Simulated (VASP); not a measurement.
Crystal: Mo.

```
Mo
1.0
     4.70773    0.00000    0.00000
    -2.35386    4.07701    0.00000
     0.00000    0.00000    2.88604
Mo
3
Cartesian
  0.0000 0.0000 0.0000
  0.0000 2.7180 1.4430
  2.3539 1.3590 1.4430
```

```yaml
Program: VASP 6.6.1
Task: relaxation of cell and atoms
Functional: r2SCAN
Potentials_or_basis: VASP PAW PBE potentials, release 64 (Mo_sv)
Cutoff: 600 eV
k_mesh: 6 × 6 × 6
Occupations: gaussian, width 0.1 eV
Spin: no spin polarisation
```

At the start: pressure -26.4 GPa; volume 18.46 Å³/atom.

Q: Where does the relaxation end?

A: Over 11 steps the energy falls by 388.8 meV/atom and the volume is 15.93 Å³/atom (-13.8 %); space group P6/mmm (No. 191, to 0.05 Å).

The path:
```csv
step,energy change (eV),largest force (eV/Å),pressure (GPa),volume (Å³)
1,0.0000,0.0000,-26.42,55.39
2,4.4570,0.0000,173.68,34.14
3,-0.9652,0.0000,0.00,47.72
4,-0.9783,0.0000,2.85,47.18
5,-0.9814,0.0000,4.88,46.81
6,-1.0481,0.0000,9.71,46.69
7,-1.1509,0.0000,5.09,46.81
8,-1.1190,0.0000,-8.13,49.53
9,-1.1656,0.0000,-0.07,47.76
10,-1.1656,0.0000,0.02,47.74
11,-1.1663,0.0000,0.11,47.78
```

Final structure:
```cif
data_structure
_symmetry_space_group_name_H-M 'P 1'
_symmetry_Int_Tables_number 1
_cell_length_a 4.6675
_cell_length_b 4.6675
_cell_length_c 2.5323
_cell_angle_alpha 90.000
_cell_angle_beta 90.000
_cell_angle_gamma 120.000
_cell_volume 47.78
loop_
_atom_site_label
_atom_site_type_symbol
_atom_site_fract_x
_atom_site_fract_y
_atom_site_fract_z
_atom_site_occupancy
Mo1 Mo 0.00000 0.00000 0.00000 1
Mo2 Mo 0.33333 0.66667 0.50000 1
Mo3 Mo 0.66667 0.33333 0.50000 1
```

Caveat: the k points lie up to 0.41 Å⁻¹ apart in the final cell; the PAW data sets were made with another functional, which shifts forces and pressure a little.
